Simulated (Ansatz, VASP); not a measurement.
## Si2Mo: VASP beside Ansatz

```
Mo Si
1.0
     4.58547    0.00000    0.00000
    -2.29274    3.97113    0.00000
     0.00000    0.00000    6.57976
Mo Si
3 6
Cartesian
  1.1464 1.9856 5.4831
  -1.1464 1.9856 1.0966
  2.2927 0.0000 3.2899
  0.0000 1.3015 3.2899
  1.1656 3.3204 1.0966
  3.4583 0.6508 5.4831
  2.2927 2.6696 3.2899
  1.1272 0.6508 1.0966
  -1.1656 3.3204 5.4831
```

Alike in both runs: task electric field gradients; functional PBE; k mesh 7 × 7 × 4; occupations fermi-dirac, width 0.05 eV; no spin polarisation.

|  | VASP | Ansatz |
| --- | --- | --- |
| version | VASP 6.6.1 | Ansatz 0.2.0 |
| potentials or method | VASP PAW PBE potentials, release 64 (Mo_sv, Si), cutoff 520 eV | all-electron PAW datasets made for the crystal |

|  | VASP | Ansatz | Ansatz less VASP |
| --- | --- | --- | --- |
| gap on the k mesh at the Fermi level (eV) | 0.27 | 0.27 | +0.002 |
| least direct gap on the mesh (eV) | 0.63 | 0.63 | +0.001 |
| pressure (GPa) | 3.7 | 3.6 | -0.13 |
| traceless stress, the component that is largest in VASP (GPa) | -0.13 | -0.12 | +0.011 |
| rms of the force components (eV/Å) | 0.003 | 0.005 | +0.0021 |
| size of Vzz on the site where it differs most (V/Å²) | 36.0 | 31.6 | -4.43 |

Atom by atom the forces differ by 0.002 eV/Å (rms over components). Ansatz ran all-electron here, and VASP with PAW potentials.
